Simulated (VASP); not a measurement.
Set up this calculation in VASP 6.6.1, as the native input.

| Item | Value |
| --- | --- |
| Task | single point |
| Functional | LDA |
| Potentials or basis | VASP PAW LDA potentials, release 64 (Rb_sv, Bi_d, O) |
| Cutoff | 520 eV |
| k mesh | 5 × 5 × 5 |
| Occupations | fermi-dirac, width 0.1 eV |
| Spin | no spin polarisation |
| Dipole correction | no |
| Further INCAR settings | ALGO = Normal; EDIFF = 1e-06; NBANDS = 29 |

The structure of RbBiO3 lies in POSCAR:

```
RbBiO3
1.0
    4.3158787179      0.0000000000      0.0000000000
    0.0000000000      4.3158787179      0.0000000000
    0.0000000000      0.0000000000      4.3158787179
Rb Bi O
1 1 3
Direct
    0.0000000000      0.0000000000      0.0000000000
    0.5000000000      0.5000000000      0.5000000000
    0.5000000000      0.5000000000      0.0000000000
    0.5000000000      0.0000000000      0.5000000000
    0.0000000000      0.5000000000      0.5000000000
```

These files were run (other wordings do the same):

INCAR

```
PREC = Accurate
ENCUT = 520
EDIFF = 1E-6
ISMEAR = -1
SIGMA = 0.1
LREAL = F
LASPH = T
NELM = 100
ALGO = Normal
ISIF = 2
LWAVE = F
LCHARG = F
NBANDS = 29
```

KPOINTS

```
Automatic mesh
0
Gamma
  5 5 5
```

Potentials or basis: VASP PAW LDA potentials, release 64 (Rb_sv, Bi_d, O).

Launch:

```console
$ cat potpaw_LDA.64/Rb_sv/POTCAR potpaw_LDA.64/Bi_d/POTCAR potpaw_LDA.64/O/POTCAR > POTCAR
$ mpirun -np 1 vasp_std > vasp.out
```

Results of the run:

| Property | Result |
| --- | --- |
| Pressure | -6.1 GPa |
| Band gap on the k mesh | zero (band 21 reaches 2.06 eV, above the bottom of band 22 at 1.44 eV) |

Caveat: spin-orbit coupling is left out, which moves the levels of the heavy elements.

Wall time 9 s on 1 thread of AMD EPYC 9R45 (Zen 5), on a shared host, peak memory 0.13 GiB.
